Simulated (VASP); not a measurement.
# Se3O2 (P-3m1) in VASP: a series of runs

Runs on Se3O2. Level: PBE. Tasks: single point, relaxation of cell and atoms.

Program: VASP 6.6.1. These are calculated values, not measurements. Logs are shortened: lines on timing, memory, paths and dates and some standing lists are left out, and cuts for length are marked.

**1. The cell of the first run**

The structure is trigonal, space group P-3m1 (No. 164). Conventional cell: a = 3.238 Å, b = 3.238 Å, c = 9.890 Å, α = 90.00°, β = 90.00°, γ = 120.00°. Se (site symmetry -3m) has 6 O at 2.13 Å within 2.8 Å. Se (site symmetry 3m) has 9 Se at 2.60 to 3.24 Å within 3.4 Å. Within 2.8 Å of O (site symmetry 3m) lie 3 Se at 2.13 Å and 3 O at 2.78 Å.

**2. Single point, PBE**

INCAR reads:

```
SYSTEM = Se3O2
ALGO = Fast
EDIFF = 1E-6
ENCUT = 520
GGA = PE
ISIF = 2
ISMEAR = 0
LASPH = .TRUE.
LCHARG = .TRUE.
LELF = .TRUE.
LREAL = .FALSE.
LVHAR = .TRUE.
LWAVE = .FALSE.
NBANDS = 23
NELM = 80
PREC = Accurate
SIGMA = 0.1
```

KPOINTS reads:

```
k-points
0
G
  12 12 4
  0 0 0
```

POSCAR reads:

```
Se3O2
1.0
    3.2375061346      0.0000000000      0.0000000000
   -1.6187530673      2.8037625574      0.0000000000
    0.0000000000      0.0000000000      9.8902179276
Se O
3 2
Direct
    0.0000000000      0.0000000000      0.0000000000
    0.3333333333      0.6666666667      0.5917265711
    0.6666666667      0.3333333333      0.4082734289
    0.3333333333      0.6666666667      0.1042126427
    0.6666666667      0.3333333333      0.8957873573
```

Potentials or basis: VASP PAW PBE potentials, release 64 (Se, O).

On the command line:

```bash
> cat potpaw_PBE.64/Se/POTCAR potpaw_PBE.64/O/POTCAR > POTCAR
> mpirun -np 1 vasp_std > vasp.out
```

OUTCAR:

```text
SYSTEM = Se3O2
   EDIFF = 1E-6
   ENCUT = 520
   GGA = PE
   ISIF = 2
   ISMEAR = 0
   LASPH = .TRUE.
   LREAL = .FALSE.
   NELM = 80
   PREC = Accurate

 ion  position               nearest neighbor table
   1  0.000  0.000  0.000-   4 2.13   5 2.13   4 2.13   5 2.13   5 2.13   4 2.13
   2  0.333  0.667  0.592-   3 2.60   3 2.60   3 2.60
   3  0.667  0.333  0.408-   2 2.60   2 2.60   2 2.60
   4  0.333  0.667  0.104-   1 2.13   1 2.13   1 2.13
   5  0.667  0.333  0.896-   1 2.13   1 2.13   1 2.13

  LATTYP: Found a hexagonal cell.
 ALAT       =     3.2375061346
 C/A-ratio  =     3.0548877798

  Lattice vectors:

 A1 = (   3.2375061346,   0.0000000000,   0.0000000000)
 A2 = (  -1.6187530673,   2.8037625574,   0.0000000000)
 A3 = (   0.0000000000,   0.0000000000,   9.8902179276)

Analysis of symmetry for initial positions (statically):
=====================================================================
 Subroutine PRICEL returns:
 Original cell was already a primitive cell.

 Routine SETGRP: Setting up the symmetry group for a
 hexagonal supercell.

 Subroutine GETGRP returns: Found 12 space group operations
 (whereof 12 operations were pure point group operations)
 out of a pool of 24 trial point group operations.

The static configuration has the point symmetry D_3d.

Analysis of symmetry for dynamics (positions and initial velocities):
=====================================================================
 Subroutine PRICEL returns:
 Original cell was already a primitive cell.

 Routine SETGRP: Setting up the symmetry group for a
 hexagonal supercell.

 Subroutine GETGRP returns: Found 12 space group operations
 (whereof 12 operations were pure point group operations)
 out of a pool of 24 trial point group operations.

The dynamic configuration has the point symmetry D_3d.

 Subroutine INISYM returns: Found 12 space group operations
 (whereof 12 operations are pure point group operations),
 and found     1 'primitive' translations

----------------------------------------------------------------------------------------

                                     Primitive cell

  volume of cell :      89.7755

  direct lattice vectors                    reciprocal lattice vectors
     3.237506135  0.000000000  0.000000000     0.308879724  0.178331792  0.000000000
    -1.618753067  2.803762557  0.000000000     0.000000000  0.356663583  0.000000000
     0.000000000  0.000000000  9.890217928     0.000000000  0.000000000  0.101110007

  length of vectors
     3.237506135  3.237506135  9.890217928     0.356663583  0.356663583  0.101110007

  position of ions in fractional coordinates (direct lattice)
     0.000000000  0.000000000  0.000000000
     0.333333333  0.666666667  0.591726571
     0.666666667  0.333333333  0.408273429
     0.333333333  0.666666667  0.104212643
     0.666666667  0.333333333  0.895787357

  ion indices of the primitive-cell ions
   primitive index   ion index
                 1           1
                 2           2
                 3           3
                 4           4
                 5           5

----------------------------------------------------------------------------------------

 KPOINTS: k-points

Automatic generation of k-mesh.
 Grid dimensions read from file:
 generate k-points for:   12   12    4

 Generating k-lattice:

  Cartesian coordinates                     Fractional coordinates (reciprocal lattice)
     0.025739977  0.014860983  0.000000000     0.083333333  0.000000000  0.000000000
     0.000000000  0.029721965  0.000000000     0.000000000  0.083333333  0.000000000
     0.000000000  0.000000000  0.025277502     0.000000000  0.000000000  0.250000000

  Length of vectors
     0.029721965  0.029721965  0.025277502

  Shift w.r.t. Gamma in fractional coordinates (k-lattice)
     0.000000000  0.000000000  0.000000000

 Subroutine IBZKPT returns following result:
 ===========================================

 Found     69 irreducible k-points:

 Following reciprocal coordinates:
            Coordinates               Weight
  0.000000  0.000000  0.000000      1.000000
  0.083333 -0.000000  0.000000      6.000000
  0.166667 -0.000000  0.000000      6.000000
  0.250000 -0.000000  0.000000      6.000000
  0.333333 -0.000000  0.000000      6.000000
  0.416667 -0.000000  0.000000      6.000000
[... 16 lines left out ...]
  0.166667 -0.000000  0.250000      6.000000
  0.000000  0.166667  0.250000      6.000000
 [... further k-points ...]
   k-points           NKPTS =     69   k-points in BZ     NKDIM =     69   number of bands    NBANDS=     23
   number of dos      NEDOS =    301   number of ions     NIONS =      5
   total plane-waves  NPLWV =  46080
   dimension x,y,z NGX =    24 NGY =   24 NGZ =   80
   dimension x,y,z NGXF=    48 NGYF=   48 NGZF=  160
   ions per type =               3   2
   NGX,Y,Z   is equivalent  to a cutoff of  12.32, 12.32, 13.45 a.u.
   NGXF,Y,Z  is equivalent  to a cutoff of  24.65, 24.65, 26.89 a.u.
 SYSTEM =  Se3O2
   PREC   = accura    normal or accurate (medium, high low for compatibility)
   ISTART =      0    job   : 0-new  1-cont  2-samecut
   ICHARG =      2    charge: 1-file 2-atom 10-const
   ISPIN  =      1    spin polarized calculation?
   LNONCOLLINEAR =      F non collinear calculations
   LSORBIT =      F    spin-orbit coupling
   LASPH  =      T    aspherical Exc in radial PAW
   ENCUT  =  520.0 eV  38.22 Ry    6.18 a.u.   6.02  6.02 18.39*2*pi/ulx,y,z
   NELM   =     80;   NELMIN=  2; NELMDL= -5     # of ELM steps
   EDIFF  = 0.1E-05   stopping-criterion for ELM
   LREAL  =      F    real-space projection
[... 7 lines left out ...]
   TEBEG  =    0.0;   TEEND  =   0.0 temperature during run
   PSTRESS=    0.0 pullay stress
   NELECT =      30.0000    total number of electrons
   NUPDOWN=      -1.0000    fix difference up-down
   EMIN   =  10.00;   EMAX   =-10.00  energy-range for DOS
   EFERMI =   0.00;   METHOD = LEGACY
   ISMEAR =     0;   SIGMA  =   0.10  broadening in eV -4-tet -1-fermi 0-gaus
   EFERMI_NEDOS =   21; number of points for ismear=-14 and -15
   IALGO  =     68    algorithm
   IMIX   =      4    mixing-type and parameters
     AMIX     =   0.40;   BMIX     =  1.00
     AMIX_MAG =   1.60;   BMIX_MAG =  1.00
  volume/ion in A,a.u.               =      17.96       121.17
  Fermi-wavevector in a.u.,A,eV,Ry     =   1.136046  2.146816 17.559694  1.290601
  Thomas-Fermi vector in A             =   2.272751
   LORBIT       =      0    0 simple, 1 ext, 2 COOP (PROOUT), +10 PAW based schemes
   GGA     = PE    functional components
   LHFCALC =     F    Hartree Fock is set to
   AEXX    =    0.0000 exact exchange contribution
   IVDW    =     0    specifies the selected vdW correction
   LEPSILON=     F    determine dielectric tensor
   LRPA    =     F    only Hartree local field effects (RPA)
 non-spin polarized calculation
 RMM-DIIS sequential band-by-band and
 Gauss-broadening in eV      SIGMA  =   0.10
  energy-cutoff  :      520.00
  volume of cell :       89.78
 maximum number of plane-waves:      2460
   NGX = 13   NGY = 13   NGZ = 37

 number of electron      30.0000009 magnetization

 Free energy of the ion-electron system (eV)
  ---------------------------------------------------
  ext. energy  EPLUGINS =         0.00000000
  ---------------------------------------------------
  free energy    TOTEN  =       -19.84699929 eV

  energy without entropy =      -19.83522593  energy(sigma->0) =      -19.84111261

 E-fermi :   3.8691     XC(G=0):  -9.6357

 val. band max:        3.8660526655   @ k =   0.1667  -0.0000   0.0000
 cond. band min:       3.8776239653   @ k =   0.1667  -0.0000   0.2500
 fundamental gap:      0.0115712997
 Fermi energy:         3.8690627429

 k-point     1 :       0.0000    0.0000    0.0000
  band No.  band energies     occupation
      1     -17.1204      2.00000
      2     -14.3422      2.00000
      3     -13.0754      2.00000
      4      -8.6697      2.00000
      5      -7.0174      2.00000
      6      -0.9167      2.00000
[... 15 lines left out ...]
     22      11.8108      0.00000
     23      13.3047      0.00000

 k-point     2 :       0.0833   -0.0000    0.0000
  band No.  band energies     occupation
      1     -17.0332      2.00000
      2     -14.3207      2.00000
      3     -12.9679      2.00000
      4      -8.6108      2.00000
      5      -7.1976      2.00000
      6      -1.1158      2.00000
[... 15 lines left out ...]
     22      12.0086      0.00000
     23      12.7163      0.00000

 k-point     3 :       0.1667   -0.0000    0.0000
  band No.  band energies     occupation
      1     -16.7768      2.00000
      2     -14.2667      2.00000
      3     -12.6499      2.00000
      4      -8.4561      2.00000
      5      -7.7098      2.00000
      6      -1.7926      2.00000
[... 15 lines left out ...]
     22      11.9664      0.00000
     23      12.7759      0.00000

 k-point     4 :       0.2500   -0.0000    0.0000
  band No.  band energies     occupation
      1     -16.3692      2.00000
      2     -14.2129      2.00000
      3     -12.1375      2.00000
      4      -8.4550      2.00000
      5      -8.2793      2.00000
      6      -2.5438      2.00000
[... 15 lines left out ...]
     22      11.4456      0.00000
     23      13.0435      0.00000

 k-point     5 :       0.3333   -0.0000    0.0000
  band No.  band energies     occupation
      1     -15.8479      2.00000
      2     -14.2169      2.00000
      3     -11.4692      2.00000
      4      -9.2436      2.00000
      5      -8.2430      2.00000
      6      -3.1393      2.00000
[... 15 lines left out ...]
     22      11.2281      0.00000
     23      12.6725      0.00000

 k-point     6 :       0.4167   -0.0000    0.0000
  band No.  band energies     occupation
      1     -15.2862      2.00000
      2     -14.3529      2.00000
      3     -10.7497      2.00000
      4      -9.8598      2.00000
      5      -8.4832      2.00000
      6      -3.5135      2.00000
[... 15 lines left out ...]
     22      11.5230      0.00000
     23      12.3842      0.00000

 k-point     7 :       0.5000   -0.0000    0.0000
  band No.  band energies     occupation
      1     -14.9027      2.00000
      2     -14.5684      2.00000
      3     -10.3451      2.00000
      4     -10.0954      2.00000
      5      -8.7360      2.00000
      6      -3.6380      2.00000
[... 353 lines left out ...]
     22      12.0990      0.00000
     23      13.3384      0.00000

 k-point    21 :       0.0833   -0.0000    0.2500
  band No.  band energies     occupation
      1     -17.0331      2.00000
      2     -14.3217      2.00000
      3     -12.9658      2.00000
      4      -8.6182      2.00000
      5      -7.1895      2.00000
      6      -1.1156      2.00000
[... 15 lines left out ...]
     22      12.2464      0.00000
     23      12.7224      0.00000

 k-point    22 :       0.0000    0.0833    0.2500
  band No.  band energies     occupation
      1     -17.0331      2.00000
      2     -14.3217      2.00000
      3     -12.9658      2.00000
      4      -8.6180      2.00000
      5      -7.1899      2.00000
      6      -0.9869      2.00000
[... 15 lines left out ...]
     22      12.3049      0.00000
     23      12.7362      0.00000

 k-point    23 :       0.1667   -0.0000    0.2500
  band No.  band energies     occupation
      1     -16.7768      2.00000
      2     -14.2674      2.00000
      3     -12.6484      2.00000
      4      -8.4642      2.00000
      5      -7.7020      2.00000
      6      -1.8236      2.00000
[... 15 lines left out ...]
     22      11.8820      0.00000
     23      12.8936      0.00000

 k-point    24 :       0.0000    0.1667    0.2500
  band No.  band energies     occupation
      1     -16.7767      2.00000
      2     -14.2674      2.00000
      3     -12.6484      2.00000
      4      -8.4624      2.00000
      5      -7.7046      2.00000
      6      -1.7511      2.00000
[... 15 lines left out ...]
     22      12.0745      0.00000
     23      12.8132      0.00000

 [... further k-points ...]

------------------------ aborting loop because EDIFF is reached ----------------------------------------

  FORCE on cell =-STRESS in cart. coord.  units (eV):
  Direction    XX          YY          ZZ          XY          YZ          ZX
  --------------------------------------------------------------------------------------
  -------------------------------------------------------------------------------------
  Total        0.0649653      0.0649653      0.0315914      0.0000000      0.0000000      0.0000000
  in kB        1.1594029      1.1594029      0.5637957      0.0000000      0.0000000      0.0000000
  external PRESSURE =       0.9608672 kB  Pullay stress =       0.0000000 kB

 VOLUME and BASIS-vectors are now :
 -----------------------------------------------------------------------------
  energy-cutoff  :      520.00
  volume of cell :       89.78
      direct lattice vectors                 reciprocal lattice vectors
     3.237506135  0.000000000  0.000000000     0.308879724  0.178331792  0.000000000
    -1.618753067  2.803762557  0.000000000     0.000000000  0.356663583  0.000000000
     0.000000000  0.000000000  9.890217928     0.000000000  0.000000000  0.101110007

 POSITION                                       TOTAL-FORCE (eV/Angst)
 -----------------------------------------------------------------------------------
      0.00000      0.00000      0.00000         0.000000      0.000000      0.000000
     -0.00000      1.86918      5.85230        -0.000000     -0.000000      0.018177
      1.61875      0.93459      4.03791         0.000000      0.000000     -0.018177
     -0.00000      1.86918      1.03069         0.000000     -0.000000      0.016549
      1.61875      0.93459      8.85953        -0.000000      0.000000     -0.016549
 -----------------------------------------------------------------------------------
    total drift:                                0.000000     -0.000000     -0.000000

  FREE ENERGIE OF THE ION-ELECTRON SYSTEM (eV)
  ---------------------------------------------------
  free  energy   TOTEN  =       -19.8469992944 eV

  energy  without entropy=      -19.8352259301  energy(sigma->0) =      -19.84111261
```

It took 2.9 min on 1 thread of Oxide Virtual Turin-like, shared host; peak memory 0.24 GiB.

Results:

```yaml
Free_energy: -19.8470 eV
Pressure: 0.1 GPa
Largest_force: 0.018 eV/Å
Band_gap_on_the_k_mesh: zero (bands 15 and 16 overlap by 0.19 eV)
```

Forces in eV/Å, atoms in the order of the input:
```
Se   0.000  0.000  0.000
Se   0.000  0.000  0.018
Se   0.000  0.000 -0.018
O    0.000  0.000  0.017
O    0.000  0.000 -0.017
```

Caveat: this functional lacks dispersion, which binds layers or chains, so the pressure and a relaxed spacing across them are unreliable.

**3. Relaxation of cell and atoms, PBE**

This run uses another cell than the first one, of 17.14 Å³/atom.

INCAR reads:

```
SYSTEM = Se3O2
PREC     = Accurate       ! precision mode
ENCUT    = 600            ! plane-wave cutoff, eV
EDIFF    = 1E-6           ! SCF threshold, eV
ISMEAR   = 0              ! smearing method
SIGMA    = 0.1            ! smearing width, eV
LREAL    = .False.        ! projectors in reciprocal space
LASPH    = .True.         ! aspherical terms in the spheres
NELM     = 100            ! most SCF steps
ALGO     = Fast           ! electronic algorithm
ISIF     = 3              ! what is computed and relaxed
LWAVE    = .False.        ! write WAVECAR
LCHARG   = .False.        ! write CHGCAR
GGA      = PE             ! functional
IBRION   = 2              ! ionic algorithm
NSW      = 100            ! ionic steps
EDIFFG   = -0.01          ! ionic threshold
```

KPOINTS reads:

```
regular mesh
0
Gamma
  12 12 4
  0 0 0
```

POSCAR reads:

```
Se3O2
1.0
    3.2685885492      0.0000000000      0.0000000000
   -1.6342942746      2.8306807181      0.0000000000
    0.0000000000      0.0000000000      9.2646524402
Se O
3 2
Direct
    0.0000000000      0.0000000000      0.0000000000
    0.3333333333      0.6666666667      0.5965289665
    0.6666666667      0.3333333333      0.4034710335
    0.3333333333      0.6666666667      0.1105160789
    0.6666666667      0.3333333333      0.8894839211
```

Potentials or basis: VASP PAW PBE potentials, release 64 (Se, O).

On the command line:

```bash
> cat potpaw_PBE.64/Se/POTCAR potpaw_PBE.64/O/POTCAR > POTCAR
> mpirun -np 1 vasp_std > vasp.out
```

It took 28 min on 1 thread of Oxide Virtual Turin-like, shared host; peak memory 0.29 GiB.

Results (log left out):

```
Free energy                           : -19.8481 eV
Relaxed volume                        : 17.84 Å³/atom
Relaxed cell                          : a = 3.240 Å, b = 3.240 Å, c = 9.810 Å, α = 90.00°, β = 90.00°, γ = 120.00°
Space group after relaxing (to 0.1 Å) : P-3m1 (No. 164)
Energy gained by relaxing             : 3.1 meV/atom
Ionic steps                           : 27
Pressure after relaxing               : 0.0 GPa
Largest force after relaxing          : 0.004 eV/Å
Band gap on the k mesh                : zero (bands 15 and 16 overlap by 0.17 eV)
```

Forces in eV/Å, atoms in the order of the input:
```
Se   0.000  0.000  0.000
Se   0.000  0.000  0.004
Se   0.000  0.000 -0.004
O    0.000  0.000  0.002
O    0.000  0.000 -0.002
```

Stress tensor (GPa, compression positive):
```
-0.04  0.00  0.00
 0.00 -0.04  0.00
 0.00  0.00  0.05
```

Step by step:
```
step  energy change (eV)  largest force (eV/Å)  pressure (GPa)  volume (Å³)
   1              0.0000                0.0715           -0.23        85.72
   2             -0.0035                0.0184            0.16        85.41
   3             -0.0041                0.0690            0.38        85.24
   4             -0.0058                0.1092            0.09        85.66
   5             -0.0067                0.1827           -0.40        86.39
   6             -0.0074                0.1663           -0.36        86.48
   7             -0.0091                0.1308           -0.25        86.74
   8             -0.0108                0.1467           -0.03        87.25
   9             -0.0109                0.1513            0.05        87.40
  10             -0.0119                0.1223            0.10        87.47
  11             -0.0137                0.0525            0.29        87.70
  12             -0.0121                0.1304            0.67        88.15
  13             -0.0140                0.0735            0.39        87.82
  14             -0.0146                0.0124           -0.02        88.32
  15             -0.0146                0.0083           -0.03        88.30
  16             -0.0146                0.0054            0.00        88.28
  17             -0.0146                0.0076            0.01        88.29
  18             -0.0147                0.0137            0.00        88.31
  19             -0.0148                0.0314           -0.01        88.40
  20             -0.0148                0.0389           -0.01        88.42
  21             -0.0149                0.0290            0.02        88.44
  22             -0.0150                0.0172            0.12        88.48
  23             -0.0151                0.0195            0.07        88.58
  24             -0.0151                0.0270           -0.03        88.84
  25             -0.0151                0.0286           -0.06        88.91
  26             -0.0152                0.0201           -0.05        88.98
  27             -0.0153                0.0044           -0.01        89.19
```

Final structure:
```xyz
5
Lattice="3.2401 0.0000 0.0000 -1.6201 2.8060 0.0000 0.0000 0.0000 9.8103" Properties=species:S:1:pos:R:3 pbc="T T T"
Se    0.0000    0.0000    0.0000
Se    0.0000    1.8707    5.8123
Se    1.6201    0.9353    3.9980
O     0.0000    1.8707    1.0309
O     1.6201    0.9353    8.7794
```

Levels at points of the mesh, in eV from the Fermi level:
```tsv
k point	band 12	band 13	band 14	band 15	band 16	band 17	band 18	band 19
(0.00, 0.00, 0.00)	-2.38	-1.11	-0.68	-0.68	1.09	1.58	1.58	2.10
(0.50, 0.00, 0.00)	-2.85	-2.81	-1.75	-0.91	0.09	1.21	1.35	3.91
(0.00, 0.00, 0.50)	-2.24	-1.09	-0.68	-0.68	1.03	1.59	1.59	2.09
(0.50, 0.00, 0.50)	-2.94	-2.83	-1.65	-0.71	0.01	1.20	1.21	3.92
```

Caveat: this functional lacks dispersion, which binds layers or chains, so the pressure and a relaxed spacing across them are unreliable.
